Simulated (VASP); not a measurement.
# CdSe (zincblende type) (F-43m) in VASP: notebook, part 2 of 2

VASP 6.6.1. Earlier steps stand in the parts before.

### Step 5. Single point, LDA (volume scaled by 0.52)

Contents of INCAR:

```
SYSTEM = CdSe
PREC     = Accurate       ! precision mode
ENCUT    = 520            ! plane-wave cutoff, eV
EDIFF    = 1E-6           ! SCF threshold, eV
ISMEAR   = -1             ! smearing method
SIGMA    = 0.05           ! smearing width, eV
LREAL    = .False.        ! projectors in reciprocal space
LASPH    = .True.         ! aspherical terms in the spheres
NELM     = 100            ! most SCF steps
ALGO     = Normal         ! electronic algorithm
ISIF     = 2              ! what is computed and relaxed
LWAVE    = .False.        ! write WAVECAR
LCHARG   = .False.        ! write CHGCAR
GGA      = CA             ! functional
NBANDS   = 16             ! bands
```

Contents of KPOINTS:

```
regular mesh
0
Gamma
  12 12 12
  0 0 0
```

Contents of POSCAR:

```
CdSe
1.0
    0.0000000000      2.4159587120      2.4159587120
    2.4159587120      0.0000000000      2.4159587120
    2.4159587120      2.4159587120      0.0000000000
Cd Se
1 1
Direct
    0.0000000000      0.0000000000      0.0000000000
    0.2500000000      0.2500000000      0.2500000000
```

Potentials or basis: VASP PAW LDA potentials, release 64 (Cd, Se).

Started as:

```bash
$ cat potpaw_LDA.64/Cd/POTCAR potpaw_LDA.64/Se/POTCAR > POTCAR
$ mpirun -np 1 vasp_std > vasp.out
```

OUTCAR:

```text
SYSTEM = CdSe
   PREC = Accurate
   ENCUT = 520
   EDIFF = 1E-6
   ISMEAR = -1
   LREAL = .False.
   LASPH = .True.
   NELM = 100
   ISIF = 2
   GGA = CA

 ion  position               nearest neighbor table
   1  0.000  0.000  0.000-   2 2.09   2 2.09   2 2.09   2 2.09
   2  0.250  0.250  0.250-   1 2.09   1 2.09   1 2.09   1 2.09

  LATTYP: Found a face centered cubic cell.
 ALAT       =     4.8319174240

  Lattice vectors:

 A1 = (   0.0000000000,   2.4159587120,   2.4159587120)
 A2 = (   2.4159587120,   0.0000000000,   2.4159587120)
 A3 = (   2.4159587120,   2.4159587120,   0.0000000000)

Analysis of symmetry for initial positions (statically):
=====================================================================
 Subroutine PRICEL returns:
 Original cell was already a primitive cell.

 Routine SETGRP: Setting up the symmetry group for a
 face centered cubic supercell.

 Subroutine GETGRP returns: Found 24 space group operations
 (whereof 24 operations were pure point group operations)
 out of a pool of 48 trial point group operations.
[... 156 lines left out ...]
  ---------------------------------------------------
  ext. energy  EPLUGINS =         0.00000000
  ---------------------------------------------------
  free energy    TOTEN  =         1.24400275 eV

  energy without entropy =        1.24400299  energy(sigma->0) =        1.24400287

 E-fermi :  10.4052     XC(G=0): -12.7225

 val. band max:        9.9135629362   @ k =   0.0000   0.0000   0.0000
 cond. band min:      10.9206100106   @ k =   0.5000   0.5000   0.0000
 fundamental gap:      1.0070470744
 Fermi energy:        10.4051784152

 k-point     1 :       0.0000    0.0000    0.0000
  band No.  band energies     occupation
      1      -9.7956      2.00000
      2      -3.8935      2.00000
      3      -3.8935      2.00000
      4      -3.8935      2.00000
      5      -2.2523      2.00000
      6      -2.2523      2.00000
[... 433 lines left out ...]
      3      -3.3375      2.00000
      4      -2.4896      2.00000
      5      -2.1770      2.00000
      6      -1.0491      2.00000
[... 8 lines left out ...]
     15      22.3887      0.00000
     16      23.5857      0.00000

 [... further k-points ...]
[... 5 lines left out ...]
  --------------------------------------------------------------------------------------
  -------------------------------------------------------------------------------------
  Total       31.8658667     31.8658667     31.8658667      0.0000000      0.0000000      0.0000000
  in kB     1810.2468363   1810.2468363   1810.2468363      0.0000000      0.0000000      0.0000000
  external PRESSURE =    1810.2468363 kB  Pullay stress =       0.0000000 kB

 VOLUME and BASIS-vectors are now :
 -----------------------------------------------------------------------------
  energy-cutoff  :      520.00
  volume of cell :       28.20
      direct lattice vectors                 reciprocal lattice vectors
     0.000000000  2.415958712  2.415958712    -0.206957179  0.206957179  0.206957179
     2.415958712  0.000000000  2.415958712     0.206957179 -0.206957179  0.206957179
     2.415958712  2.415958712  0.000000000     0.206957179  0.206957179 -0.206957179

 POSITION                                       TOTAL-FORCE (eV/Angst)
 -----------------------------------------------------------------------------------
      0.00000      0.00000      0.00000        -0.000000     -0.000000     -0.000000
      1.20798      1.20798      1.20798         0.000000      0.000000      0.000000
 -----------------------------------------------------------------------------------
    total drift:                                0.000001      0.000001      0.000001

  FREE ENERGIE OF THE ION-ELECTRON SYSTEM (eV)
  ---------------------------------------------------
  free  energy   TOTEN  =         1.2440027530 eV

  energy  without entropy=        1.2440029912  energy(sigma->0) =        1.24400287
```

OSZICAR:

```text
N       E                     dE             d eps       ncg     rms          rms(c)
DAV:   1     0.125603381604E+03    0.12560E+03   -0.99291E+03  2416   0.113E+03
DAV:   2     0.378737394603E+01   -0.12182E+03   -0.11593E+03  2768   0.286E+02
DAV:   3     0.431973621674E+00   -0.33554E+01   -0.33514E+01  2728   0.496E+01
DAV:   4     0.423503251519E+00   -0.84704E-02   -0.84701E-02  2904   0.258E+00
DAV:   5     0.423476727197E+00   -0.26524E-04   -0.26525E-04  2832   0.130E-01    0.323E+01
DAV:   6     0.110268278916E+01    0.67921E+00   -0.62049E-01  3072   0.153E+01    0.206E+01
DAV:   7     0.122920473121E+01    0.12652E+00   -0.55573E-01  2848   0.651E+00    0.219E+00
DAV:   8     0.124261152333E+01    0.13407E-01   -0.67782E-02  2624   0.378E+00    0.606E-01
DAV:   9     0.124400502357E+01    0.13935E-02   -0.10094E-02  2960   0.854E-01    0.110E-01
DAV:  10     0.124400497318E+01   -0.50387E-07   -0.12518E-04  2648   0.138E-01    0.468E-02
DAV:  11     0.124400269400E+01   -0.22792E-05   -0.35346E-06  2872   0.243E-02    0.193E-02
DAV:  12     0.124400275305E+01    0.59047E-07   -0.79988E-07  1808   0.931E-03
   1 F= 0.12440028E+01 E0= 0.12440029E+01  d E =-.238203E-06
```

stdout:

```text
POSCAR found type information on POSCAR CdSe
 POSCAR found :  2 types and       2 ions
 scaLAPACK will be used
 LDA part: xc-table for (Slater(with rela. corr.)+CA(PZ))
 , standard interpolation
 POSCAR, INCAR and KPOINTS ok, starting setup
 FFT: planning ... GRIDC
 FFT: planning ... GRID_SOFT
 FFT: planning ... GRID
 WAVECAR not read
 entering main loop
```

It took 14 s on 1 thread of Intel Xeon 6975P-C (Granite Rapids), shared host; peak memory 0.16 GiB.

What came out:

* Free energy: 1.2440 eV
* Pressure: 181.0 GPa
* Band gap on the k mesh: 1.01 eV, indirect (least direct gap 1.22 eV)

Levels at points of the mesh, in eV from the valence-band top:
```tsv
k point	band 5	band 6	band 7	band 8	band 9	band 10	band 11	band 12	band 13	band 14
(0.00, 0.00, 0.00)	-12.17	-12.17	0.00	0.00	0.00	1.22	4.69	4.69	4.69	11.13
(0.50, 0.00, 0.00)	-12.02	-11.40	-10.49	-2.51	-2.51	2.13	5.47	5.47	7.41	13.08
(0.50, 0.50, 0.00)	-11.85	-10.93	-8.53	-5.87	-5.87	1.01	2.42	12.41	13.59	14.14
```

### Step 6. Single point, LDA (volume scaled by 0.52)

Contents of INCAR:

```
PREC     = Accurate       # precision mode
ENCUT    = 520            # plane-wave cutoff, eV
EDIFF    = 1E-7           # SCF threshold, eV
ISMEAR   = -1             # smearing method
SIGMA    = 0.05           # smearing width, eV
LREAL    = F              # projectors in reciprocal space
LASPH    = T              # aspherical terms in the spheres
NELM     = 60             # most SCF steps
ALGO     = Normal         # electronic algorithm
ISIF     = 2              # what is computed and relaxed
LWAVE    = F              # write WAVECAR
LCHARG   = T              # write CHGCAR
GGA      = CA             # functional
LELF     = T              # ELF
LVHAR    = T            
NBANDS   = 16             # bands
```

Contents of KPOINTS:

```
Automatic mesh
0
Gamma
  12 12 12
```

POSCAR is that of step 5.

Potentials or basis: VASP PAW LDA potentials, release 64 (Cd, Se).

Started as:

```bash
$ cat potpaw_LDA.64/Cd/POTCAR potpaw_LDA.64/Se/POTCAR > POTCAR
$ mpirun -np 1 vasp_std > vasp.out
```

OUTCAR:

```text
PREC = Accurate
   ENCUT = 520
   EDIFF = 1E-7
   ISMEAR = -1
   LREAL = F
   LASPH = T
   NELM = 60
   ISIF = 2
   GGA = CA

 ion  position               nearest neighbor table
   1  0.000  0.000  0.000-   2 2.09   2 2.09   2 2.09   2 2.09
   2  0.250  0.250  0.250-   1 2.09   1 2.09   1 2.09   1 2.09

  LATTYP: Found a face centered cubic cell.
 ALAT       =     4.8319174240

  Lattice vectors:

 A1 = (   0.0000000000,   2.4159587120,   2.4159587120)
 A2 = (   2.4159587120,   0.0000000000,   2.4159587120)
 A3 = (   2.4159587120,   2.4159587120,   0.0000000000)

Analysis of symmetry for initial positions (statically):
=====================================================================
 Subroutine PRICEL returns:
 Original cell was already a primitive cell.

 Routine SETGRP: Setting up the symmetry group for a
 face centered cubic supercell.

 Subroutine GETGRP returns: Found 24 space group operations
 (whereof 24 operations were pure point group operations)
[... 153 lines left out ...]

 number of electron      17.9999999 magnetization

 Free energy of the ion-electron system (eV)
  ---------------------------------------------------
  ext. energy  EPLUGINS =         0.00000000
  ---------------------------------------------------
  free energy    TOTEN  =         1.24400275 eV

  energy without entropy =        1.24400299  energy(sigma->0) =        1.24400287

 E-fermi :  10.4052     XC(G=0): -12.7225

 val. band max:        9.9135629355   @ k =   0.0000   0.0000   0.0000
 cond. band min:      10.9206100106   @ k =   0.5000   0.5000   0.0000
 fundamental gap:      1.0070470752
 Fermi energy:        10.4051784152

 k-point     1 :       0.0000    0.0000    0.0000
  band No.  band energies     occupation
      1      -9.7956      2.00000
      2      -3.8935      2.00000
      3      -3.8935      2.00000
      4      -3.8935      2.00000
      5      -2.2523      2.00000
      6      -2.2523      2.00000
[... 433 lines left out ...]
      3      -3.3375      2.00000
      4      -2.4896      2.00000
      5      -2.1770      2.00000
      6      -1.0491      2.00000
[... 8 lines left out ...]
     15      22.3887      0.00000
     16      23.5857      0.00000

 [... further k-points ...]
[... 5 lines left out ...]
  --------------------------------------------------------------------------------------
  -------------------------------------------------------------------------------------
  Total       31.8665874     31.8665874     31.8665874      0.0000000      0.0000000      0.0000000
  in kB     1810.2877785   1810.2877785   1810.2877785      0.0000000      0.0000000      0.0000000
  external PRESSURE =    1810.2877785 kB  Pullay stress =       0.0000000 kB

 VOLUME and BASIS-vectors are now :
 -----------------------------------------------------------------------------
  energy-cutoff  :      520.00
  volume of cell :       28.20
      direct lattice vectors                 reciprocal lattice vectors
     0.000000000  2.415958712  2.415958712    -0.206957179  0.206957179  0.206957179
     2.415958712  0.000000000  2.415958712     0.206957179 -0.206957179  0.206957179
     2.415958712  2.415958712  0.000000000     0.206957179  0.206957179 -0.206957179

 POSITION                                       TOTAL-FORCE (eV/Angst)
 -----------------------------------------------------------------------------------
      0.00000      0.00000      0.00000         0.000000     -0.000000      0.000000
      1.20798      1.20798      1.20798        -0.000000      0.000000     -0.000000
 -----------------------------------------------------------------------------------
    total drift:                                0.000001      0.000001      0.000001

  FREE ENERGIE OF THE ION-ELECTRON SYSTEM (eV)
  ---------------------------------------------------
  free  energy   TOTEN  =         1.2440027488 eV

  energy  without entropy=        1.2440029870  energy(sigma->0) =        1.24400287
```

OSZICAR:

```text
N       E                     dE             d eps       ncg     rms          rms(c)
DAV:   1     0.125603381604E+03    0.12560E+03   -0.99291E+03  2416   0.113E+03
DAV:   2     0.378737394603E+01   -0.12182E+03   -0.11593E+03  2768   0.286E+02
DAV:   3     0.431973621674E+00   -0.33554E+01   -0.33514E+01  2728   0.496E+01
DAV:   4     0.423503251519E+00   -0.84704E-02   -0.84701E-02  2904   0.258E+00
DAV:   5     0.423476727197E+00   -0.26524E-04   -0.26525E-04  2832   0.130E-01    0.323E+01
DAV:   6     0.110268278916E+01    0.67921E+00   -0.62049E-01  3072   0.153E+01    0.206E+01
DAV:   7     0.122920473121E+01    0.12652E+00   -0.55573E-01  2848   0.651E+00    0.219E+00
DAV:   8     0.124261152333E+01    0.13407E-01   -0.67782E-02  2624   0.378E+00    0.606E-01
DAV:   9     0.124400502357E+01    0.13935E-02   -0.10094E-02  2960   0.854E-01    0.110E-01
DAV:  10     0.124400497318E+01   -0.50387E-07   -0.12518E-04  2648   0.138E-01    0.468E-02
DAV:  11     0.124400269400E+01   -0.22792E-05   -0.35346E-06  2872   0.243E-02    0.193E-02
DAV:  12     0.124400274877E+01    0.54774E-07   -0.84268E-07  2984   0.931E-03
   1 F= 0.12440027E+01 E0= 0.12440029E+01  d E =-.238203E-06
```

Run time: 15 s. Hardware: 1 thread of Intel Xeon 6975P-C (Granite Rapids), shared host; peak memory 0.16 GiB.

Results:

| Item | Value |
| --- | --- |
| Free energy | 1.2440 eV |
| Pressure | 181.0 GPa |
| Band gap on the k mesh | 1.01 eV, indirect (least direct gap 1.22 eV) |

 A k mesh can miss the band edges.
